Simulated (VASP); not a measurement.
# Si2Ni (Fm-3m) in VASP: a series of runs, part 2 of 2

VASP 6.6.1. Earlier steps stand in the parts before.

## 4. Single point, LDA, collinear spin (12.96 Å³/atom)

This run uses another cell than the first one, of 12.96 Å³/atom.

Input file INCAR:

```
PREC = Accurate
ENCUT = 520
EDIFF = 1E-7
ISMEAR = 0
SIGMA = 0.05
LREAL = F
LASPH = T
NELM = 150
ALGO = Normal
ISIF = 2
LWAVE = F
LCHARG = F
ISPIN = 2
MAGMOM = 0 0 0.05
LORBIT = 11
LMAXMIX = 4
GGA = CA
NBANDS = 20
```

Input file KPOINTS:

```
Automatic mesh
0
Gamma
  8 8 8
```

Input file POSCAR:

```
Si2Ni
1.0
    0.0000000000      2.6891745277      2.6891745277
    2.6891745277      0.0000000000      2.6891745277
    2.6891745277      2.6891745277      0.0000000000
Si Ni
2 1
Direct
    0.2500000000      0.2500000000      0.2500000000
    0.7500000000      0.7500000000      0.7500000000
    0.0000000000      0.0000000000      0.0000000000
```

Potentials or basis: VASP PAW LDA potentials, release 64 (Si, Ni).

The run is started by

```bash
> cat potpaw_LDA.64/Si/POTCAR potpaw_LDA.64/Ni/POTCAR > POTCAR
> mpirun -np 1 vasp_std > vasp.out
```

OUTCAR:

```text
PREC = Accurate
   ENCUT = 520
   EDIFF = 1E-7
   ISMEAR = 0
   LREAL = F
   LASPH = T
   NELM = 150
   ISIF = 2
   ISPIN = 2
   LORBIT = 11
   GGA = CA

 ion  position               nearest neighbor table
   1  0.250  0.250  0.250-   3 2.33   3 2.33   3 2.33   3 2.33   2 2.69   2 2.69   2 2.69   2 2.69
                             2 2.69   2 2.69
   2  0.750  0.750  0.750-   3 2.33   3 2.33   3 2.33   3 2.33   1 2.69   1 2.69   1 2.69   1 2.69
                             1 2.69   1 2.69
   3  0.000  0.000  0.000-   2 2.33   2 2.33   2 2.33   1 2.33   1 2.33   1 2.33   2 2.33   1 2.33

  LATTYP: Found a face centered cubic cell.
 ALAT       =     5.3783490554

  Lattice vectors:

 A1 = (   0.0000000000,   2.6891745277,   2.6891745277)
 A2 = (   2.6891745277,   0.0000000000,   2.6891745277)
 A3 = (   2.6891745277,   2.6891745277,   0.0000000000)

Analysis of symmetry for initial positions (statically):
=====================================================================
 Subroutine PRICEL returns:
 Original cell was already a primitive cell.

 Routine SETGRP: Setting up the symmetry group for a
 face centered cubic supercell.

 Subroutine GETGRP returns: Found 48 space group operations
 (whereof 48 operations were pure point group operations)
 out of a pool of 48 trial point group operations.

The static configuration has the point symmetry O_h .

Analysis of symmetry for dynamics (positions and initial velocities):
=====================================================================
 Subroutine PRICEL returns:
 Original cell was already a primitive cell.

 Routine SETGRP: Setting up the symmetry group for a
 face centered cubic supercell.

 Subroutine GETGRP returns: Found 48 space group operations
 (whereof 48 operations were pure point group operations)
 out of a pool of 48 trial point group operations.

The dynamic configuration has the point symmetry O_h .

Analysis of structural, dynamic, and magnetic symmetry:
=====================================================================
 Subroutine PRICEL returns:
 Original cell was already a primitive cell.

 Routine SETGRP: Setting up the symmetry group for a
 face centered cubic supercell.

 Subroutine GETGRP returns: Found 48 space group operations
 (whereof 48 operations were pure point group operations)
 out of a pool of 48 trial point group operations.

The overall configuration has the point symmetry O_h .

 Subroutine INISYM returns: Found 48 space group operations
 (whereof 48 operations are pure point group operations),
 and found     1 'primitive' translations

----------------------------------------------------------------------------------------

                                     Primitive cell

  volume of cell :      38.8944

  direct lattice vectors                    reciprocal lattice vectors
     0.000000000  2.689174528  2.689174528    -0.185930662  0.185930662  0.185930662
     2.689174528  0.000000000  2.689174528     0.185930662 -0.185930662  0.185930662
     2.689174528  2.689174528  0.000000000     0.185930662  0.185930662 -0.185930662

  length of vectors
     3.803067089  3.803067089  3.803067089     0.322041353  0.322041353  0.322041353

  position of ions in fractional coordinates (direct lattice)
     0.250000000  0.250000000  0.250000000
     0.750000000  0.750000000  0.750000000
     0.000000000  0.000000000  0.000000000

  ion indices of the primitive-cell ions
   primitive index   ion index
                 1           1
                 2           2
                 3           3
[... 73 lines left out ...]
   LREAL  =      F    real-space projection
   EDIFFG = 0.1E-05   stopping-criterion for IOM
   NSW    =      0    number of steps for IOM
   IBRION =     -1    ionic relax: 0-MD 1-quasi-New 2-CG
   NFREE  =      0    steps in history (QN), initial steepest desc. (CG)
   ISIF   =      2    stress and relaxation
   ISYM   =      2    0-nonsym 1-usesym 2-fastsym
   POTIM  = 0.5000    time-step for ionic-motion
   TEBEG  =    0.0;   TEEND  =   0.0 temperature during run
   PSTRESS=    0.0 pullay stress
   NELECT =      18.0000    total number of electrons
   NUPDOWN=      -1.0000    fix difference up-down
   EMIN   =  10.00;   EMAX   =-10.00  energy-range for DOS
   EFERMI =   0.00;   METHOD = LEGACY
   ISMEAR =     0;   SIGMA  =   0.05  broadening in eV -4-tet -1-fermi 0-gaus
   EFERMI_NEDOS =   21; number of points for ismear=-14 and -15
   IALGO  =     38    algorithm
   IMIX   =      4    mixing-type and parameters
     AMIX     =   0.40;   BMIX     =  1.00
     AMIX_MAG =   1.60;   BMIX_MAG =  1.00
  volume/ion in A,a.u.               =      12.96        87.49
  Fermi-wavevector in a.u.,A,eV,Ry     =   1.266300  2.392960 21.817163  1.603516
  Thomas-Fermi vector in A             =   2.399508
   LORBIT       =     11    0 simple, 1 ext, 2 COOP (PROOUT), +10 PAW based schemes
   GGA     = CA    functional components
   LHFCALC =     F    Hartree Fock is set to
   AEXX    =    0.0000 exact exchange contribution
   IVDW    =     0    specifies the selected vdW correction
   LEPSILON=     F    determine dielectric tensor
   LRPA    =     F    only Hartree local field effects (RPA)
 spin polarized calculation
 Gauss-broadening in eV      SIGMA  =   0.05
  energy-cutoff  :      520.00
  volume of cell :       38.89
 maximum number of plane-waves:      1067
   NGX = 15   NGY = 15   NGZ = 15

 number of electron      17.9999993 magnetization      -0.0000069

 number of electron      17.9999993 magnetization       0.0000033

 Free energy of the ion-electron system (eV)
  ---------------------------------------------------
  ext. energy  EPLUGINS =         0.00000000
  ---------------------------------------------------
  free energy    TOTEN  =       -19.88945119 eV

  energy without entropy =      -19.88712254  energy(sigma->0) =      -19.88828687

 E-fermi :  10.4555     XC(G=0): -11.8276

 val. band max:       10.4362805555   @ k =   0.2500   0.0000   0.0000
 cond. band min:      10.5175696825   @ k =   0.3750   0.2500   0.0000
 fundamental gap:      0.0812891269
 Fermi energy:        10.4554687136

 spin component 1

 k-point     1 :       0.0000    0.0000    0.0000
  band No.  band energies     occupation
      1      -3.3685      1.00000
      2       5.2379      1.00000
      3       5.2379      1.00000
      4       5.2379      1.00000
      5       6.9450      1.00000
      6       6.9450      1.00000
[... 541 lines left out ...]
     19      24.6883      0.00000
     20      25.3058      0.00000

 [... further k-points ...]

 spin component 2

 k-point     1 :       0.0000    0.0000    0.0000
  band No.  band energies     occupation
      1      -3.3685      1.00000
      2       5.2379      1.00000
      3       5.2379      1.00000
      4       5.2379      1.00000
      5       6.9449      1.00000
      6       6.9449      1.00000
[... 541 lines left out ...]
     19      24.6883      0.00000
     20      25.3062      0.00000

 [... further k-points ...]

------------------------ aborting loop because EDIFF is reached ----------------------------------------

  FORCE on cell =-STRESS in cart. coord.  units (eV):
  Direction    XX          YY          ZZ          XY          YZ          ZX
  --------------------------------------------------------------------------------------
  -------------------------------------------------------------------------------------
  Total       -0.6595352     -0.6595352     -0.6595352     -0.0000000     -0.0000000     -0.0000000
  in kB      -27.1682471    -27.1682471    -27.1682471     -0.0000000     -0.0000000     -0.0000000
  external PRESSURE =     -27.1682471 kB  Pullay stress =       0.0000000 kB

 VOLUME and BASIS-vectors are now :
 -----------------------------------------------------------------------------
  energy-cutoff  :      520.00
  volume of cell :       38.89
      direct lattice vectors                 reciprocal lattice vectors
     0.000000000  2.689174528  2.689174528    -0.185930662  0.185930662  0.185930662
     2.689174528  0.000000000  2.689174528     0.185930662 -0.185930662  0.185930662
     2.689174528  2.689174528  0.000000000     0.185930662  0.185930662 -0.185930662

 POSITION                                       TOTAL-FORCE (eV/Angst)
 -----------------------------------------------------------------------------------
      1.34459      1.34459      1.34459        -0.000000     -0.000000     -0.000000
      4.03376      4.03376      4.03376         0.000000      0.000000      0.000000
      0.00000      0.00000      0.00000         0.000000     -0.000000     -0.000000
 -----------------------------------------------------------------------------------
    total drift:                               -0.000000     -0.000000      0.000000

  FREE ENERGIE OF THE ION-ELECTRON SYSTEM (eV)
  ---------------------------------------------------
  free  energy   TOTEN  =       -19.8894511942 eV

  energy  without entropy=      -19.8871225377  energy(sigma->0) =      -19.88828687

 total charge

# of ion       s       p       d       tot
------------------------------------------
    1        0.744   0.862   0.000   1.606
    2        0.744   0.862   0.000   1.606
    3        0.572   0.829   8.473   9.874
--------------------------------------------------
tot          2.060   2.552   8.473  13.086

 magnetization (x)

# of ion       s       p       d       tot
------------------------------------------
    1        0.000   0.000   0.000   0.000
    2        0.000   0.000   0.000   0.000
    3        0.000  -0.000  -0.000  -0.000
--------------------------------------------------
tot          0.000  -0.000  -0.000  -0.000
```

OSZICAR:

```text
N       E                     dE             d eps       ncg     rms          rms(c)
DAV:   1     0.739343938474E+02    0.73934E+02   -0.71868E+03  2352   0.897E+02
DAV:   2    -0.166812855585E+02   -0.90616E+02   -0.80655E+02  2444   0.202E+02
DAV:   3    -0.218602208402E+02   -0.51789E+01   -0.50449E+01  2728   0.500E+01
DAV:   4    -0.219467473331E+02   -0.86526E-01   -0.86347E-01  2704   0.587E+00
DAV:   5    -0.219485989784E+02   -0.18516E-02   -0.18514E-02  2860   0.944E-01    0.163E+01
DAV:   6    -0.260987507795E+02   -0.41502E+01   -0.28235E+01  2620   0.116E+02    0.232E+01
DAV:   7    -0.200240834835E+02    0.60747E+01   -0.88248E+00  2960   0.725E+01    0.335E+00
DAV:   8    -0.199506147873E+02    0.73469E-01   -0.96666E-01  3180   0.143E+01    0.276E+00
DAV:   9    -0.198924205340E+02    0.58194E-01   -0.22140E-01  2912   0.795E+00    0.691E-01
DAV:  10    -0.198895999982E+02    0.28205E-02   -0.10973E-02  3056   0.185E+00    0.272E-01
DAV:  11    -0.198894849016E+02    0.11510E-03   -0.84890E-04  2888   0.225E-01    0.814E-02
DAV:  12    -0.198894539151E+02    0.30986E-04   -0.71986E-05  3232   0.144E-01    0.237E-02
DAV:  13    -0.198894513345E+02    0.25807E-05   -0.70919E-06  3572   0.361E-02    0.959E-03
DAV:  14    -0.198894512189E+02    0.11561E-06   -0.14073E-06  3496   0.193E-02    0.280E-03
DAV:  15    -0.198894511942E+02    0.24645E-07   -0.19118E-07  2028   0.458E-03
   1 F= -.19889451E+02 E0= -.19888287E+02  d E =-.232866E-02  mag=     0.0000
```

stdout:

```text
POSCAR found type information on POSCAR SiNi
 POSCAR found :  2 types and       3 ions
 scaLAPACK will be used
 LDA part: xc-table for (Slater(with rela. corr.)+CA(PZ))
 , standard interpolation
 POSCAR, INCAR and KPOINTS ok, starting setup
 FFT: planning ... GRIDC
 FFT: planning ... GRID_SOFT
 FFT: planning ... GRID
 WAVECAR not read
 entering main loop
```

It took 66 s on 1 thread of Intel Xeon 8259CL, shared host; peak memory 0.16 GiB.

Results:

```
Free energy                                           : -19.8895 eV
Pressure                                              : -2.7 GPa
Band gap on the k mesh                                : zero (filled and empty bands overlap)
Net moment                                            : 0.00 μB per cell
Valence electrons inside the program's atomic spheres : Si 1.61; Ni 9.87
```

## 5. Single point, PBE, collinear spin, ferromagnetic start

This run uses another cell than the first one, of 13.09 Å³/atom.

Input file INCAR:

```
PREC = Accurate
ENCUT = 520
EDIFF = 1E-6
ISMEAR = 0
SIGMA = 0.05
LREAL = F
LASPH = T
NELM = 150
ALGO = Normal
ISIF = 2
LWAVE = F
LCHARG = F
ISPIN = 2
MAGMOM = 0 0 0.8
LORBIT = 11
LMAXMIX = 4
GGA = PE
NBANDS = 20
```

KPOINTS is that of step 4.

Input file POSCAR:

```
Si2Ni
1.0
    0.0000000000      2.6975011173      2.6975011173
    2.6975011173      0.0000000000      2.6975011173
    2.6975011173      2.6975011173      0.0000000000
Si Ni
2 1
Direct
    0.2500000000      0.2500000000      0.2500000000
    0.7500000000      0.7500000000      0.7500000000
    0.0000000000      0.0000000000      0.0000000000
```

Potentials or basis: VASP PAW PBE potentials, release 64 (Si, Ni).

The run is started by

```bash
> cat potpaw_PBE.64/Si/POTCAR potpaw_PBE.64/Ni/POTCAR > POTCAR
> mpirun -np 1 vasp_std > vasp.out
```

Wall time 79 s (1 thread of Intel Xeon 8259CL, shared host); peak memory 0.19 GiB.

It converged, with:

* Free energy: -17.3495 eV
* Pressure: 3.9 GPa
* Band gap on the k mesh: zero (filled and empty bands overlap)
* Net moment: 0.00 μB per cell
* Valence electrons inside the program's atomic spheres: Si 1.59; Ni 9.82

Levels at points of the mesh, in eV from the Fermi level:
Spin up:
```csv
k point,band 6,band 7,band 8,band 9,band 10,band 11,band 12,band 13
"(0.00, 0.00, 0.00)",-3.45,-0.13,1.81,1.81,1.81,2.39,2.39,2.39
"(0.50, 0.00, 0.00)",-3.26,-3.26,-1.34,-1.34,1.91,1.91,1.92,2.76
"(0.50, 0.50, 0.00)",-3.53,-3.53,-3.36,-3.04,-0.32,1.51,7.85,8.47
```
Spin down:
```csv
k point,band 6,band 7,band 8,band 9,band 10,band 11,band 12,band 13
"(0.00, 0.00, 0.00)",-3.45,-0.13,1.81,1.81,1.81,2.39,2.39,2.39
"(0.50, 0.00, 0.00)",-3.26,-3.26,-1.34,-1.34,1.92,1.92,1.92,2.76
"(0.50, 0.50, 0.00)",-3.53,-3.53,-3.36,-3.04,-0.32,1.51,7.85,8.47
```

Caveat: the cell stands under pressure.

## 6. Overview

```csv
level,potentials or basis,spin,cell,gap on the mesh (eV),pressure (GPa),moment (μB)
PBE+D3(BJ),"VASP PAW PBE potentials, release 64 (Si, Ni)",collinear,"a = 3.800 Å, angles 60.0°, 3 atoms",none,0.0,0.00
PBE+D4,"VASP PAW PBE potentials, release 64 (Si, Ni)",collinear,"a = 3.802 Å, angles 60.0°, 3 atoms",none,0.0,0.00
LDA,"VASP PAW LDA potentials, release 64 (Si, Ni)",collinear,"a = 3.803 Å, angles 60.0°, 3 atoms",none,-2.7,0.00
PBE,"VASP PAW PBE potentials, release 64 (Si, Ni)","collinear, ferromagnetic start","a = 3.815 Å, angles 60.0°, 3 atoms",none,3.9,0.00
```

Alike in all rows: task single point; k mesh 8 × 8 × 8; cutoff (eV) 520; smearing gaussian 0.05 eV.

Caveats: the cell stands under pressure (at least some runs).

Total energies depend on the potentials used, so only differences within one code and one set of settings carry meaning.
